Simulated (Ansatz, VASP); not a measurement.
## SiC: VASP beside Ansatz

```xyz
4
Lattice="3.0918 0.0000 0.0000 -1.5459 2.6775 0.0000 0.0000 0.0000 5.0740" Properties=species:S:1:pos:R:3 pbc="T T T"
Si    0.0000    1.7850    0.0232
Si    1.5459    0.8925    2.5602
C     0.0707    1.8557    1.7303
C     1.5459    0.8925    4.4674
```

Alike in both runs: task single point; functional PBE; k mesh 12 × 12 × 6; occupations gaussian, width 0.05 eV; no spin polarisation.

|  | VASP | Ansatz |
| --- | --- | --- |
| version | VASP 6.6.1 | Ansatz 0.2.0 |
| potentials or method | VASP PAW PBE potentials, release 64 (Si, C), cutoff 520 eV | scalar-relativistic, plane waves, PAW |
| valence electrons in the cell | 16 | 16 |

|  | VASP | Ansatz | Ansatz less VASP |
| --- | --- | --- | --- |
| gap on the k mesh at the Fermi level (eV) | 1.33 | 1.34 | +0.006 |
| least direct gap on the mesh (eV) | 3.57 | 3.58 | +0.006 |
| pressure (GPa) | 3.8 | 3.9 | +0.05 |
| traceless stress, the component that is largest in VASP (GPa) | 11.27 | 11.27 | -0.003 |
| rms of the force components (eV/Å) | 2.153 | 2.155 | +0.0020 |

Atom by atom the forces differ by 0.004 eV/Å (rms over components).
